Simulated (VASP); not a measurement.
Write the native input for VASP 6.6.1 that does the following.

```yaml
Task: single point
Functional: PBEsol
Potentials_or_basis: VASP PAW PBE potentials, release 64 (C)
Cutoff: 520 eV
k_mesh: 9 × 9 × 6
Occupations: gaussian, width 0.02 eV
Spin: no spin polarisation
Dipole_correction: no
Further_INCAR_settings: ALGO = Normal; EDIFF = 1e-06; NBANDS = 16
```

The structure of C lies in POSCAR:

```
C
1.0
    2.4893572949      0.0000000000      0.0000000000
   -1.2446786474      2.1558466565      0.0000000000
    0.0000000000      0.0000000000      4.2229976381
C
4
Direct
    0.3333333333      0.6666666667     -0.0002046816
    0.6666666667      0.3333333333      0.4997953184
    0.3333333333      0.6666666667      0.3742046816
    0.6666666667      0.3333333333      0.8742046816
```

This cell differs from its parent crystal: strained cell.

The input as run:

INCAR

```
SYSTEM = C
ALGO = Normal
EDIFF = 1E-6
ENCUT = 520
GGA = PS
ISIF = 2
ISMEAR = 0
LASPH = .TRUE.
LCHARG = .TRUE.
LELF = .TRUE.
LREAL = .FALSE.
LVHAR = .TRUE.
LWAVE = .FALSE.
NBANDS = 16
NELM = 100
PREC = Accurate
SIGMA = 0.02
```

KPOINTS

```
k-points
0
G
  9 9 6
  0 0 0
```

Potentials or basis: VASP PAW PBE potentials, release 64 (C).

Run with:

```console
$ cat potpaw_PBE.64/C/POTCAR > POTCAR
$ mpirun -np 1 vasp_std > vasp.out
```

It gave:

The pressure is -2.1 GPa, the largest force is 0.012 eV/Å and the band gap on the k mesh is 3.05 eV (least direct gap 4.77 eV).

Caveat: the cell differs from its parent crystal (strained cell); the PAW data sets were made with another functional, which shifts forces and pressure a little; an odd mesh through Γ misses points on the zone boundary, where band edges can lie.

Wall time 27 s on 1 thread of Intel Xeon 8259CL, on a shared host, peak memory 0.13 GiB.
